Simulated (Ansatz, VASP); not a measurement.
One calculation of CoO, two programs

File INCAR:

```
SYSTEM = CoO
PREC = Accurate
ENCUT = 600
EDIFF = 1E-7
ISMEAR = -1
SIGMA = 0.05
LREAL = .FALSE.
LASPH = .TRUE.
NELM = 150
ALGO = Normal
ISIF = 3
LWAVE = .FALSE.
LCHARG = .FALSE.
ISPIN = 2
MAGMOM = 2 0
LORBIT = 11
LMAXMIX = 4
GGA = RP
IVDW = 13
IBRION = 2
NSW = 60
EDIFFG = -0.01
```

KPOINTS

```
regular mesh
0
G
  11 11 11
  0 0 0
```

POSCAR

```
CoO
1.0
    0.0000000000      2.1315000000      2.1315000000
    2.1315000000      0.0000000000      2.1315000000
    2.1315000000      2.1315000000      0.0000000000
Co O
1 1
Direct
    0.0000000000      0.0000000000      0.0000000000
    0.5000000000      0.5000000000      0.5000000000
```

Contents of input.yaml:

```yaml
crystal:
  lattice:
    - [0.0, 2.1315, 2.1315]
    - [2.1315, 0.0, 2.1315]
    - [2.1315, 2.1315, 0.0]
  atoms:
    - { symbol: Co, position: [0.0, 0.0, 0.0], spin: 2.0 }
    - { symbol: O, position: [0.5, 0.5, 0.5] }
hamiltonian:
  xc: rpbe
  pseudopotentials: { kind: paw }
  dispersion: d4
magnetization:
  spin_polarized: true
kpoints:
  mp_grid: { grid: [11, 11, 11] }
scf:
  occupations: { method: fermi_dirac, width: 0.05 }
output:
  forces: true
  stress: true
relax:
  f_tol: 0.01
  max_steps: 40
  cell: { stress_tol: 0.05 }
```

Alike in both runs: task relaxation of cell and atoms; functional RPBE; dispersion D4; k mesh 11 × 11 × 11; occupations fermi-dirac, width 0.05 eV; collinear spin.

```csv
,VASP,Ansatz
version,VASP 6.6.1,Ansatz 0.2.0
potentials or method,"VASP PAW PBE potentials, release 64 (Co, O)",Ansatz PAW
plane-wave cutoff (eV),600,420
valence electrons in the cell,15,23
```

```csv
,VASP,Ansatz,Ansatz less VASP
net moment per atom (μB),1.44,1.46,+0.021
size of the moment on the site where the two differ most (μB),2.55,2.50,-0.054
relaxed volume (Å³/atom),9.49,9.53,+0.045
relaxed cell length with the largest relative difference (Å),2.994,2.999,+0.0047
```

VASP's potentials were made for PBE, not for RPBE. Site moments also hang on the region over which each program counts them. VASP's potentials hold 15 valence electrons a cell and Ansatz's 23, so a difference there can come from the potentials and not from the codes.

Noted on Ansatz's run: the plane-wave basis is chosen anew once the cell has moved, so the energies of steps on either side of that aren't comparable.
